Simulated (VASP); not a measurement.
# Pd (Fm-3m) in VASP: a series of runs

Runs on Pd. Level: PBE. Tasks: single point.

Everything below comes from runs of VASP 6.6.1. Logs are shortened: lines on timing, memory, paths and dates and some standing lists are left out, and cuts for length are marked.

**1. The cell of the first run**

It takes space group Fm-3m (No. 225, cubic). Conventional cell: a = 3.916 Å, b = 3.916 Å, c = 3.916 Å, α = 90.00°, β = 90.00°, γ = 90.00°. Pd (site symmetry m-3m) has 12 Pd at 2.77 Å within 3.6 Å.

**2. Single point, PBE (volume scaled by 1.02)**

Contents of INCAR:

```
PREC = Accurate
ENCUT = 520
EDIFF = 1E-6
ISMEAR = -1
SIGMA = 0.05
LREAL = F
LASPH = T
NELM = 100
ALGO = Normal
ISIF = 2
LWAVE = F
LCHARG = F
GGA = PE
NBANDS = 11
```

Contents of KPOINTS:

```
Automatic mesh
0
Gamma
  18 18 18
```

Contents of POSCAR:

```
Pd
1.0
    0.0000000000      1.9577805078      1.9577805078
    1.9577805078      0.0000000000      1.9577805078
    1.9577805078      1.9577805078      0.0000000000
Pd
1
Direct
    0.0000000000      0.0000000000      0.0000000000
```

Potentials or basis: VASP PAW PBE potentials, release 64 (Pd).

On the command line:

```sh
$ cat potpaw_PBE.64/Pd/POTCAR > POTCAR
$ mpirun -np 1 vasp_std > vasp.out
```

OUTCAR:

```text
PREC = Accurate
   ENCUT = 520
   EDIFF = 1E-6
   ISMEAR = -1
   LREAL = F
   LASPH = T
   NELM = 100
   ISIF = 2
   GGA = PE

 ion  position               nearest neighbor table
   1  0.000  0.000  0.000-

  LATTYP: Found a face centered cubic cell.
 ALAT       =     3.9155610156

  Lattice vectors:

 A1 = (   0.0000000000,   1.9577805078,   1.9577805078)
 A2 = (   1.9577805078,   0.0000000000,   1.9577805078)
 A3 = (   1.9577805078,   1.9577805078,   0.0000000000)

Analysis of symmetry for initial positions (statically):
=====================================================================
 Subroutine PRICEL returns:
 Original cell was already a primitive cell.

 Routine SETGRP: Setting up the symmetry group for a
 face centered cubic supercell.

 Subroutine GETGRP returns: Found 48 space group operations
 (whereof 48 operations were pure point group operations)
 out of a pool of 48 trial point group operations.

The static configuration has the point symmetry O_h .

Analysis of symmetry for dynamics (positions and initial velocities):
=====================================================================
 Subroutine PRICEL returns:
 Original cell was already a primitive cell.

 Routine SETGRP: Setting up the symmetry group for a
 face centered cubic supercell.

 Subroutine GETGRP returns: Found 48 space group operations
 (whereof 48 operations were pure point group operations)
 out of a pool of 48 trial point group operations.

The dynamic configuration has the point symmetry O_h .

 Subroutine INISYM returns: Found 48 space group operations
 (whereof 48 operations are pure point group operations),
 and found     1 'primitive' translations

----------------------------------------------------------------------------------------

                                     Primitive cell

  volume of cell :      15.0080

  direct lattice vectors                    reciprocal lattice vectors
     0.000000000  1.957780508  1.957780508    -0.255391244  0.255391244  0.255391244
     1.957780508  0.000000000  1.957780508     0.255391244 -0.255391244  0.255391244
     1.957780508  1.957780508  0.000000000     0.255391244  0.255391244 -0.255391244

  length of vectors
     2.768719746  2.768719746  2.768719746     0.442350611  0.442350611  0.442350611

  position of ions in fractional coordinates (direct lattice)
     0.000000000  0.000000000  0.000000000

  ion indices of the primitive-cell ions
   primitive index   ion index
                 1           1

----------------------------------------------------------------------------------------

 KPOINTS: Automatic mesh

Automatic generation of k-mesh.
 Grid dimensions read from file:
 generate k-points for:   18   18   18

 Generating k-lattice:

  Cartesian coordinates                     Fractional coordinates (reciprocal lattice)
    -0.014188402  0.014188402  0.014188402     0.055555556  0.000000000  0.000000000
     0.014188402 -0.014188402  0.014188402     0.000000000  0.055555556  0.000000000
     0.014188402  0.014188402 -0.014188402     0.000000000  0.000000000  0.055555556

  Length of vectors
     0.024575034  0.024575034  0.024575034

  Shift w.r.t. Gamma in fractional coordinates (k-lattice)
     0.000000000  0.000000000  0.000000000

 Subroutine IBZKPT returns following result:
 ===========================================

 Found    195 irreducible k-points:

 Following reciprocal coordinates:
            Coordinates               Weight
  0.000000  0.000000  0.000000      1.000000
  0.055556  0.000000  0.000000      8.000000
  0.111111  0.000000  0.000000      8.000000
  0.166667  0.000000  0.000000      8.000000
  0.222222  0.000000  0.000000      8.000000
  0.277778  0.000000  0.000000      8.000000
[... 16 lines left out ...]
 -0.277778  0.055556  0.000000     24.000000
 -0.222222  0.055556  0.000000     24.000000
 [... further k-points ...]
   k-points           NKPTS =    195   k-points in BZ     NKDIM =    195   number of bands    NBANDS=     11
   number of dos      NEDOS =    301   number of ions     NIONS =      1
   total plane-waves  NPLWV =  13824
   dimension x,y,z NGX =    24 NGY =   24 NGZ =   24
   dimension x,y,z NGXF=    48 NGYF=   48 NGZF=   48
   ions per type =               1
   NGX,Y,Z   is equivalent  to a cutoff of  14.41, 14.41, 14.41 a.u.
   NGXF,Y,Z  is equivalent  to a cutoff of  28.82, 28.82, 28.82 a.u.
 SYSTEM =  unknown system
   PREC   = accura    normal or accurate (medium, high low for compatibility)
   ISTART =      0    job   : 0-new  1-cont  2-samecut
   ICHARG =      2    charge: 1-file 2-atom 10-const
   ISPIN  =      1    spin polarized calculation?
   LNONCOLLINEAR =      F non collinear calculations
   LSORBIT =      F    spin-orbit coupling
   LASPH  =      T    aspherical Exc in radial PAW
   ENCUT  =  520.0 eV  38.22 Ry    6.18 a.u.   5.15  5.15  5.15*2*pi/ulx,y,z
   NELM   =    100;   NELMIN=  2; NELMDL= -5     # of ELM steps
   EDIFF  = 0.1E-05   stopping-criterion for ELM
   LREAL  =      F    real-space projection
   EDIFFG = 0.1E-04   stopping-criterion for IOM
   NSW    =      0    number of steps for IOM
   IBRION =     -1    ionic relax: 0-MD 1-quasi-New 2-CG
   NFREE  =      0    steps in history (QN), initial steepest desc. (CG)
   ISIF   =      2    stress and relaxation
   ISYM   =      2    0-nonsym 1-usesym 2-fastsym
   POTIM  = 0.5000    time-step for ionic-motion
   TEBEG  =    0.0;   TEEND  =   0.0 temperature during run
   PSTRESS=    0.0 pullay stress
   NELECT =      10.0000    total number of electrons
   NUPDOWN=      -1.0000    fix difference up-down
   EMIN   =  10.00;   EMAX   =-10.00  energy-range for DOS
   EFERMI =   0.00;   METHOD = LEGACY
   ISMEAR =    -1;   SIGMA  =   0.05  broadening in eV -4-tet -1-fermi 0-gaus
   EFERMI_NEDOS =   21; number of points for ismear=-14 and -15
   IALGO  =     38    algorithm
   IMIX   =      4    mixing-type and parameters
     AMIX     =   0.40;   BMIX     =  1.00
     AMIX_MAG =   1.60;   BMIX_MAG =  1.00
  volume/ion in A,a.u.               =      15.01       101.28
  Fermi-wavevector in a.u.,A,eV,Ry     =   1.429884  2.702089 27.818043  2.044568
  Thomas-Fermi vector in A             =   2.549789
   LORBIT       =      0    0 simple, 1 ext, 2 COOP (PROOUT), +10 PAW based schemes
   GGA     = PE    functional components
   LHFCALC =     F    Hartree Fock is set to
   AEXX    =    0.0000 exact exchange contribution
   IVDW    =     0    specifies the selected vdW correction
   LEPSILON=     F    determine dielectric tensor
   LRPA    =     F    only Hartree local field effects (RPA)
 non-spin polarized calculation
  energy-cutoff  :      520.00
  volume of cell :       15.01
 maximum number of plane-waves:       419
 NGX is ok and might be reduce to    24
   NGX = 11   NGY = 11   NGZ = 11

 number of electron      10.0000000 magnetization

 number of electron       9.9999999 magnetization

 Free energy of the ion-electron system (eV)
  ---------------------------------------------------
  ext. energy  EPLUGINS =         0.00000000
  ---------------------------------------------------
  free energy    TOTEN  =        -5.22661854 eV

  energy without entropy =       -5.20809917  energy(sigma->0) =       -5.21735886

 E-fermi :   9.4924     XC(G=0): -13.0771

 val. band max:        9.4881449780   @ k =  -0.4444   0.3889   0.1111
 cond. band min:       9.4959485883   @ k =  -0.3889   0.3889   0.0556
 fundamental gap:      0.0078036103
 Fermi energy:         9.4924210914

 k-point     1 :       0.0000    0.0000    0.0000
  band No.  band energies     occupation
      1       2.4870      2.00000
      2       6.7311      2.00000
      3       6.7311      2.00000
      4       6.7311      2.00000
      5       8.2963      2.00000
      6       8.2963      2.00000
      7      26.6762      0.00000
      8      31.3546      0.00000
      9      31.3546      0.00000
     10      31.3546      0.00000
     11      35.7695      0.00000

 k-point     2 :       0.0556    0.0000    0.0000
  band No.  band energies     occupation
      1       2.5977      2.00000
      2       6.6922      2.00000
      3       6.7694      2.00000
      4       6.7694      2.00000
      5       8.2779      2.00000
      6       8.2779      2.00000
      7      26.7906      0.00000
      8      30.5935      0.00000
      9      31.4785      0.00000
     10      31.4785      0.00000
     11      35.8375      0.00000

 k-point     3 :       0.1111    0.0000    0.0000
  band No.  band energies     occupation
      1       2.9180      2.00000
      2       6.5951      2.00000
      3       6.8693      2.00000
      4       6.8693      2.00000
      5       8.2396      2.00000
      6       8.2396      2.00000
      7      27.0352      0.00000
      8      29.0625      0.00000
      9      31.8290      0.00000
     10      31.8290      0.00000
     11      35.8737      0.00000

 k-point     4 :       0.1667    0.0000    0.0000
  band No.  band energies     occupation
      1       3.4021      2.00000
      2       6.5046      2.00000
      3       6.9811      2.00000
      4       6.9811      2.00000
      5       8.2346      2.00000
      6       8.2346      2.00000
      7      26.6321      0.00000
      8      27.9512      0.00000
      9      32.3333      0.00000
     10      32.3333      0.00000
     11      35.5755      0.00000
[... 239 lines left out ...]
 k-point    22 :      -0.3333    0.0556    0.0000
  band No.  band energies     occupation
      1       4.5083      2.00000
      2       6.8145      2.00000
      3       6.8947      2.00000
      4       7.8537      2.00000
      5       8.8080      2.00000
      6       9.5255      0.68061
      7      20.1973      0.00000
      8      26.7793      0.00000
      9      30.4127      0.00000
     10      32.4765      0.00000
     11      35.4037      0.00000

 k-point    23 :      -0.2778    0.0556    0.0000
  band No.  band energies     occupation
      1       4.4632      2.00000
      2       6.8758      2.00000
      3       7.0038      2.00000
      4       7.0993      2.00000
      5       8.4626      2.00000
      6       9.0525      1.99970
      7      22.2309      0.00000
      8      27.2726      0.00000
      9      31.0301      0.00000
     10      33.9053      0.00000
     11      34.4745      0.00000

 k-point    24 :      -0.2222    0.0556    0.0000
  band No.  band energies     occupation
      1       4.1795      2.00000
      2       6.5183      2.00000
      3       7.0481      2.00000
      4       7.0807      2.00000
      5       8.1824      2.00000
      6       8.6935      2.00000
      7      24.2793      0.00000
      8      27.6746      0.00000
      9      31.4945      0.00000
     10      33.9134      0.00000
     11      34.2676      0.00000

 [... further k-points ...]

------------------------ aborting loop because EDIFF is reached ----------------------------------------

  FORCE on cell =-STRESS in cart. coord.  units (eV):
  Direction    XX          YY          ZZ          XY          YZ          ZX
  --------------------------------------------------------------------------------------
  -------------------------------------------------------------------------------------
  Total        0.3143314      0.3143314      0.3143314      0.0000000      0.0000000     -0.0000000
  in kB       33.5564757     33.5564757     33.5564757      0.0000000      0.0000000     -0.0000000
  external PRESSURE =      33.5564757 kB  Pullay stress =       0.0000000 kB

 VOLUME and BASIS-vectors are now :
 -----------------------------------------------------------------------------
  energy-cutoff  :      520.00
  volume of cell :       15.01
      direct lattice vectors                 reciprocal lattice vectors
     0.000000000  1.957780508  1.957780508    -0.255391244  0.255391244  0.255391244
     1.957780508  0.000000000  1.957780508     0.255391244 -0.255391244  0.255391244
     1.957780508  1.957780508  0.000000000     0.255391244  0.255391244 -0.255391244

 POSITION                                       TOTAL-FORCE (eV/Angst)
 -----------------------------------------------------------------------------------
      0.00000      0.00000      0.00000        -0.000000      0.000000      0.000000
 -----------------------------------------------------------------------------------
    total drift:                               -0.000000     -0.000000     -0.000000

  FREE ENERGIE OF THE ION-ELECTRON SYSTEM (eV)
  ---------------------------------------------------
  free  energy   TOTEN  =        -5.2266185401 eV

  energy  without entropy=       -5.2080991732  energy(sigma->0) =       -5.21735886
```

It took 78 s on 1 thread of AMD EPYC 7R13, shared host; peak memory 0.13 GiB.

Results:

| Item | Value |
| --- | --- |
| Free energy | -5.2266 eV |
| Pressure | 3.4 GPa |
| Band gap on the k mesh | zero (band 5 reaches 9.77 eV, above the bottom of band 6 at 8.23 eV) |

Levels at points of the mesh, in eV from the Fermi level:
| k point | band 1 | band 2 | band 3 | band 4 | band 5 | band 6 | band 7 | band 8 | band 9 | band 10 |
| --- | --- | --- | --- | --- | --- | --- | --- | --- | --- | --- |
| (0.00, 0.00, 0.00) | -7.01 | -2.76 | -2.76 | -2.76 | -1.20 | -1.20 | 17.18 | 21.86 | 21.86 | 21.86 |
| (0.50, 0.00, 0.00) | -5.16 | -2.81 | -2.81 | -0.03 | -0.03 | 1.05 | 7.18 | 16.54 | 20.94 | 20.94 |
| (0.50, 0.50, 0.00) | -5.25 | -4.97 | -0.06 | 0.28 | 0.28 | 3.35 | 10.59 | 13.12 | 13.12 | 21.32 |

**3. Single point, PBE (volume scaled by 1.04)**

Contents of INCAR:

```
  PREC = Accurate
  ENCUT = 520
  EDIFF = 1E-6
  ISMEAR = -1
  SIGMA = 0.05
  LREAL = False
  LASPH = True
  NELM = 80
  ALGO = Normal
  ISIF = 2
  LWAVE = False
  LCHARG = True
  GGA = PE
  LELF = True
  LVHAR = True
  NBANDS = 11
```

KPOINTS is that of step 2.

Contents of POSCAR:

```
Pd
1.0
    0.0000000000      1.9704937245      1.9704937245
    1.9704937245      0.0000000000      1.9704937245
    1.9704937245      1.9704937245      0.0000000000
Pd
1
Direct
    0.0000000000      0.0000000000      0.0000000000
```

Potentials or basis: VASP PAW PBE potentials, release 64 (Pd).

On the command line:

```sh
$ cat potpaw_PBE.64/Pd/POTCAR > POTCAR
$ mpirun -np 1 vasp_std > vasp.out
```

It took 75 s on 1 thread of AMD EPYC 7R13, shared host; peak memory 0.13 GiB.

The run converged. Its results:

* Free energy: -5.2297 eV
* Pressure: -0.1 GPa
* Band gap on the k mesh: zero (band 5 reaches 9.44 eV, above the bottom of band 6 at 7.96 eV)

Levels at points of the mesh, in eV from the Fermi level:
```csv
k point,band 2,band 3,band 4,band 5,band 6,band 7,band 8,band 9
"(0.00, 0.00, 0.00)",-2.68,-2.68,-2.68,-1.16,-1.16,17.17,21.74,21.74
"(0.50, 0.00, 0.00)",-2.72,-2.72,-0.03,-0.03,1.10,7.03,16.52,20.75
"(0.50, 0.50, 0.00)",-4.81,-0.06,0.27,0.27,3.35,10.40,13.01,13.01
```
